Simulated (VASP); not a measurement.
**KMgF3: single point with PBEsol**

The system is KMgF3.

```
K Mg F
1.0
     4.04569    0.00000    0.00000
     0.00000    4.04569    0.00000
     0.00000    0.00000    4.04569
K Mg F
1 1 3
Cartesian
  2.0228 2.0228 2.0228
  0.0000 0.0000 0.0000
  2.0228 0.0000 0.0000
  0.0000 2.0228 0.0000
  0.0000 0.0000 2.0228
```

This cell differs from its parent crystal: strain +0.015 along x and y, +0.015 along z.

```yaml
Program: VASP 6.6.1
Task: single point
Functional: PBEsol
Potentials_or_basis: VASP PAW PBE potentials, release 64 (K_sv, Mg, F)
Cutoff: 520 eV
k_mesh: 6 × 6 × 6
Occupations: gaussian, width 0.05 eV
Spin: no spin polarisation
```

```json
{"Pressure": "-3.1 GPa", "Band gap on the k mesh": "6.80 eV (least direct gap 7.13 eV)"}
```

Levels at points of the mesh, in eV from the valence-band top:
```
           k point  band 13  band 14  band 15  band 16  band 17  band 18  band 19  band 20
(0.00, 0.00, 0.00)    -0.59    -0.32    -0.32    -0.32     6.80     9.89     9.89    12.03
(0.50, 0.00, 0.00)    -0.83    -0.82    -0.51    -0.51     9.68     9.85    10.89    12.53
(0.50, 0.50, 0.00)    -0.98    -0.87    -0.87    -0.02    10.54    11.36    12.03    12.03
(0.50, 0.50, 0.50)    -1.09     0.00     0.00     0.00    10.13    10.13    10.13    13.43
```

Run time: 48 s on 1 thread of Intel(R) Xeon(R) Platinum 8259CL CPU @ 2.50GHz (Skylake/Cascade Lake), on a shared host, peak memory 0.18 GiB.

Caveat: the cell differs from its parent crystal (strain +0.015 along x and y, +0.015 along z); the cell stands under tension; the PAW data sets were made with another functional, which shifts forces and pressure a little. A k mesh can miss the band edges.
